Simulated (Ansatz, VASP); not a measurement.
**TaN in VASP and in Ansatz**

Contents of INCAR:

```
PREC     = Accurate       # precision mode
ENCUT    = 520            # plane-wave cutoff, eV
EDIFF    = 1E-8           # SCF threshold, eV
ISMEAR   = -1             # smearing method
SIGMA    = 0.02           # smearing width, eV
LREAL    = F              # projectors in reciprocal space
LASPH    = T              # aspherical terms in the spheres
NELM     = 100            # most SCF steps
ALGO     = Normal         # electronic algorithm
ISIF     = 2              # what is computed and relaxed
LWAVE    = F              # write WAVECAR
LCHARG   = F              # write CHGCAR
GGA      = PS             # functional
LEFG     = T            
NBANDS   = 15             # bands
```

KPOINTS

```
Automatic mesh
0
Gamma
  12 12 10
```

POSCAR

```
TaN
1.0
    2.9379988584      0.0293799886      0.0293799886
   -1.4435556127      2.5296916534      0.0107538222
    0.0288300000      0.0288300000      2.8830000000
Ta N
1 1
Direct
    0.3333333333      0.6666666667      0.5000000000
    0.0000000000      0.0000000000      0.0000000000
```

Input for Ansatz:

```yaml
crystal:
  lattice:
    - [2.9379988584, 0.0293799886, 0.0293799886]
    - [-1.4435556127, 2.5296916534, 0.0107538222]
    - [0.02883, 0.02883, 2.883]
  atoms:
    - { symbol: Ta, position: [0.3333333333, 0.6666666667, 0.5] }
    - { symbol: "N", position: [0.0, 0.0, 0.0] }
kpoints:
  mp_grid: { grid: [12, 12, 10] }
scf:
  occupations: { method: fermi_dirac, width: 0.02 }
hamiltonian:
  xc: pbesol
  pseudopotentials: { kind: all_electron, datasets: crystal }
output:
  forces: true
  stress: true
  eigenvalues: true
  efg: { contact_densities: true }
```

Change from the starting cell: equal xy, yz and zx shear strains of +2 %, crystal datasets.

Alike in both runs: task electric field gradients; functional PBEsol; k mesh 12 × 12 × 10; occupations fermi-dirac, width 0.02 eV; no spin polarisation.

```csv
,VASP,Ansatz
version,VASP 6.6.1,Ansatz 0.2.0
potentials or method,"VASP PAW PBE potentials, release 64 (Ta_pv, N), cutoff 520 eV","all-electron PAW with datasets made for the crystal, scalar-relativistic"
```

Ansatz gave:

```
pressure (GPa)                                                : -4.4
traceless stress, the component that is largest in VASP (GPa) : -4.66
rms of the force components (eV/Å)                            : 0.013
size of Vzz on the site where it differs most (V/Å²)          : 100.3
```

**Question.** What did VASP give for the same quantities?

**Answer.** Pressure (GPa): -3.7; traceless stress, the component that is largest in VASP (GPa): -4.73; rms of the force components (eV/Å): 0.014; size of Vzz on the site where it differs most (V/Å²): 80.2.

VASP's potentials were made for PBE, not for PBEsol. Atom by atom the forces differ by 0.002 eV/Å (rms over components). Ansatz ran all-electron here, and VASP with PAW potentials.

Spin-orbit coupling is off throughout.
